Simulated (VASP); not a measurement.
A run of VASP 6.6.1:

INCAR

```
ALGO = Normal ; EDIFF = 1E-7
ENCUT = 520 ; GGA = PE
ISIF = 2 ; ISMEAR = 0
LASPH = T ; LCHARG = T
LELF = T ; LREAL = F
LVHAR = T ; LWAVE = F
NBANDS = 21 ; NELM = 60
PREC = Accurate ; SIGMA = 0.01
```

The input KPOINTS:

```
k-points
0
Gamma
  8 8 8
```

The input POSCAR:

```
Al3Sb2P
1.0
   -2.0993492065      6.2986729283      2.9648905588
    2.0993492065     -6.2986729283      2.9648905588
    2.0993492065      6.2986729283     -2.9648905588
P Al Sb
1 3 2
Direct
    0.0028993382      0.0028993382      0.0000000000
    0.2165888353      0.7165888353      0.5000000000
    0.6142393793      0.7673189262      0.8469204531
    0.9203984731      0.7673189262      0.1530795469
    0.3332560039     -0.0020630129      0.3353190168
    0.6626179703     -0.0020630129      0.6646809832
```

Potentials or basis: VASP PAW PBE potentials, release 64 (P, Al, Sb).

Launch:

```console
$ cat potpaw_PBE.64/P/POTCAR potpaw_PBE.64/Al/POTCAR potpaw_PBE.64/Sb/POTCAR > POTCAR
$ mpirun -np 1 vasp_std > vasp.out
```

Hardware: 1 thread of Intel Xeon 8259CL, with other jobs on the host.

**Question.** Estimate the wall time of this run.

**Answer.** Wall time 18 min on 1 thread of Intel Xeon 8259CL (shared host), peak memory 0.6 GiB. Counts: scf iterations 14, k points 95.
